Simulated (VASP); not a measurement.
# Ga (I4/mmm) in VASP: electric field gradients with LDA

Aim: the electric field gradients of Ga with LDA.

Everything below comes from runs of VASP 6.6.1. Logs are shortened: lines on timing, memory, paths and dates and some standing lists are left out, and cuts for length are marked.

## 1. The cell of the first run

It takes space group I4/mmm (No. 139, tetragonal). The conventional cell has a = 2.808 Å, b = 2.808 Å, c = 4.458 Å, α = 90.00°, β = 90.00°, γ = 90.00°. Within 3.7 Å of Ga (site symmetry 4/mmm) lie 12 Ga at 2.81 to 2.99 Å.

## 2. Electric field gradients, LDA

Contents of INCAR:

```
SYSTEM = Ga
PREC = Accurate ; ENCUT = 520
EDIFF = 1E-8 ; ISMEAR = -1
SIGMA = 0.05 ; LREAL = .FALSE.
LASPH = .TRUE. ; NELM = 100
ALGO = Fast ; ISIF = 2
LWAVE = .FALSE. ; LCHARG = .FALSE.
LEFG = .TRUE. ; NBANDS = 12
ISYM = 0
```

Contents of KPOINTS:

```
regular mesh
0
G
  14 14 16
  0 0 0
```

Contents of POSCAR:

```
Ga
1.0
   -1.4040000000      1.4040000000      2.2290000000
    1.4040000000     -1.4040000000      2.2290000000
    1.4040000000      1.4040000000     -2.2290000000
Ga
1
Direct
    0.0000000000      0.0000000000      0.0000000000
```

Potentials or basis: VASP PAW LDA potentials, release 64 (Ga_d).

The run is started by

```console
$ cat potpaw_LDA.64/Ga_d/POTCAR > POTCAR
$ mpirun -np 1 vasp_std > vasp.out
```

OUTCAR:

```text
SYSTEM = Ga
   PREC = Accurate
   ENCUT = 520
   EDIFF = 1E-8
   ISMEAR = -1
   LREAL = .FALSE.
   LASPH = .TRUE.
   NELM = 100
   ISIF = 2
   ISYM = 0

 ion  position               nearest neighbor table
   1  0.000  0.000  0.000-

IMPORTANT INFORMATION: All symmetrisations will be switched off!
NOSYMM: (Re-)initialisation of all symmetry stuff for point group C_1.

----------------------------------------------------------------------------------------

                                     Primitive cell

  volume of cell :      17.5754

  direct lattice vectors                    reciprocal lattice vectors
    -1.404000000  1.404000000  2.229000000     0.000000000  0.356125356  0.224315837
     1.404000000 -1.404000000  2.229000000     0.356125356  0.000000000  0.224315837
     1.404000000  1.404000000 -2.229000000     0.356125356  0.356125356  0.000000000

  length of vectors
     2.985108541  2.985108541  2.985108541     0.420883433  0.420883433  0.503637309

  position of ions in fractional coordinates (direct lattice)
     0.000000000  0.000000000  0.000000000

  ion indices of the primitive-cell ions
   primitive index   ion index
                 1           1

----------------------------------------------------------------------------------------

 KPOINTS: regular mesh

Automatic generation of k-mesh.
 Grid dimensions read from file:
 generate k-points for:   14   14   16

 Generating k-lattice:

  Cartesian coordinates                     Fractional coordinates (reciprocal lattice)
     0.000000000  0.025437525  0.016022560     0.071428571  0.000000000 -0.000000000
     0.025437525  0.000000000  0.016022560     0.000000000  0.071428571 -0.000000000
     0.022257835  0.022257835  0.000000000     0.000000000  0.000000000  0.062500000

  Length of vectors
     0.030063102  0.030063102  0.031477332

  Shift w.r.t. Gamma in fractional coordinates (k-lattice)
     0.000000000  0.000000000  0.000000000

 -----------------------------------------------------------------------------
|                                                                             |
|           W    W    AA    RRRRR   N    N  II  N    N   GGGG   !!!           |
|           W    W   A  A   R    R  NN   N  II  NN   N  G    G  !!!           |
|           W    W  A    A  R    R  N N  N  II  N N  N  G       !!!           |
[... 116 lines left out ...]
 E-fermi :   5.9893     XC(G=0): -11.6939

 val. band max:        5.9666907235   @ k =  -0.3571   0.0714   0.3125
 cond. band min:       6.0023874460   @ k =   0.2143   0.1429   0.3750
 fundamental gap:      0.0356967225
 Fermi energy:         5.9893026320

 k-point     1 :       0.0000    0.0000    0.0000
  band No.  band energies     occupation
      1      -9.1666      2.00000
      2      -9.0336      2.00000
      3      -9.0335      2.00000
      4      -9.0102      2.00000
      5      -8.8707      2.00000
      6      -5.6221      2.00000
      7      18.8494      0.00000
      8      18.8494      0.00000
      9      18.8584      0.00000
     10      22.4959      0.00000
     11      22.5534      0.00000
     12      23.1403      0.00000
[... 331 lines left out ...]
 k-point    24 :       0.0714    0.1429    0.0000
  band No.  band energies     occupation
      1      -9.1407      2.00000
      2      -9.0456      2.00000
      3      -9.0129      2.00000
      4      -8.9820      2.00000
      5      -8.8820      2.00000
      6      -4.7645      2.00000
      7      13.5145      0.00000
      8      15.8732      0.00000
      9      18.0010      0.00000
     10      21.2747      0.00000
     11      21.9406      0.00000
     12      24.1320      0.00000

 [... further k-points ...]

------------------------ aborting loop because EDIFF is reached ----------------------------------------

  FORCE on cell =-STRESS in cart. coord.  units (eV):
  Direction    XX          YY          ZZ          XY          YZ          ZX
  --------------------------------------------------------------------------------------
  -------------------------------------------------------------------------------------
  Total       -0.1654233     -0.1654243     -0.1764009     -0.0120528      0.0112683      0.0112675
  in kB      -15.0800598    -15.0801491    -16.0807757     -1.0987393      1.0272189      1.0271499
  external PRESSURE =     -15.4136615 kB  Pullay stress =       0.0000000 kB

 VOLUME and BASIS-vectors are now :
 -----------------------------------------------------------------------------
  energy-cutoff  :      520.00
  volume of cell :       17.58
      direct lattice vectors                 reciprocal lattice vectors
    -1.404000000  1.404000000  2.229000000     0.000000000  0.356125356  0.224315837
     1.404000000 -1.404000000  2.229000000     0.356125356  0.000000000  0.224315837
     1.404000000  1.404000000 -2.229000000     0.356125356  0.356125356  0.000000000

 POSITION                                       TOTAL-FORCE (eV/Angst)
 -----------------------------------------------------------------------------------
      0.00000      0.00000      0.00000        -0.000001     -0.000001      0.000001
 -----------------------------------------------------------------------------------
    total drift:                               -0.000001     -0.000001      0.000001

  FREE ENERGIE OF THE ION-ELECTRON SYSTEM (eV)
  ---------------------------------------------------
  free  energy   TOTEN  =        -3.5625523936 eV

  energy  without entropy=       -3.5598311594  energy(sigma->0) =       -3.56119178

 Electric field gradients (V/A^2)
---------------------------------------------------------------------
 ion       V_xx      V_yy      V_zz      V_xy      V_xz      V_yz
---------------------------------------------------------------------
   1     -10.414   -10.414    20.829     0.224     0.254     0.254
---------------------------------------------------------------------

 Electric field gradients after diagonalization (V/A^2)
 (convention: |V_zz| > |V_xx| > |V_yy|)
----------------------------------------------------------------------
 ion       V_xx      V_yy      V_zz     asymmetry (V_yy - V_xx)/ V_zz
----------------------------------------------------------------------
   1     -10.639   -10.194    20.833       0.021
----------------------------------------------------------------------

           NMR quadrupolar parameters

 Cq : quadrupolar parameter    Cq=e*Q*V_zz/h
 eta: asymmetry parameters     (V_yy - V_xx)/ V_zz
 Q  : nuclear electric quadrupole moment in mb (millibarn)
----------------------------------------------------------------------
 ion       Cq(MHz)       eta       Q (mb)
----------------------------------------------------------------------
   1       0.050       0.021       1.000
----------------------------------------------------------------------
```

OSZICAR:

```text
N       E                     dE             d eps       ncg     rms          rms(c)
DAV:   1     0.432110707948E+02    0.43211E+02   -0.66853E+03 41144   0.191E+03
DAV:   2    -0.146678542199E+01   -0.44678E+02   -0.42990E+02 39732   0.265E+02
DAV:   3    -0.358570197907E+01   -0.21189E+01   -0.21131E+01 43068   0.460E+01
DAV:   4    -0.360252850946E+01   -0.16827E-01   -0.16824E-01 43092   0.435E+00
DAV:   5    -0.360269907533E+01   -0.17057E-03   -0.17056E-03 44656   0.422E-01    0.921E-01
RMM:   6    -0.357076241691E+01    0.31937E-01   -0.32953E-02 53106   0.258E+00    0.445E-01
RMM:   7    -0.356333286564E+01    0.74296E-02   -0.11559E-02 57177   0.101E+00    0.119E-01
RMM:   8    -0.356254681936E+01    0.78605E-03   -0.15498E-03 56796   0.403E-01    0.130E-02
RMM:   9    -0.356254918260E+01   -0.23632E-05   -0.18952E-04 58719   0.188E-01    0.677E-03
RMM:  10    -0.356255212661E+01   -0.29440E-05   -0.36071E-05 65805   0.749E-02    0.661E-04
RMM:  11    -0.356255232529E+01   -0.19869E-06   -0.27147E-06 58652   0.181E-02    0.455E-04
RMM:  12    -0.356255241205E+01   -0.86752E-07   -0.64663E-07 58891   0.964E-03    0.622E-04
RMM:  13    -0.356255238685E+01    0.25196E-07   -0.24789E-07 56148   0.637E-03    0.529E-05
RMM:  14    -0.356255239358E+01   -0.67344E-08   -0.67148E-08 37996   0.267E-03
   1 F= -.35625524E+01 E0= -.35611918E+01  d E =-.272123E-02
```

stdout:

```text
[... 64 lines left out ...]
```

Wall time 1.9 min (1 thread of Intel Xeon 6975P-C (Granite Rapids), shared host); peak memory 0.4 GiB.

What came out:

```
Free energy                             : -3.5626 eV
Pressure                                : -1.5 GPa
Band gap on the k mesh                  : zero (an odd number of electrons rules out a gap without spin polarisation)
Largest electric field gradient by atom : Ga +20.8 V/Å²
```

Stress tensor (GPa, compression positive):
```
-1.51 -0.11  0.10
-0.11 -1.51  0.10
 0.10  0.10 -1.61
```

Electric field gradients, principal values (V/Å²):
```csv
atom,least,middle,greatest (by size)
1 Ga,-10.194,-10.639,20.833
```

Caveat: without QUAD_EFG the Cq values of the log hold for a quadrupole moment of 1 mb, not for the nuclei.
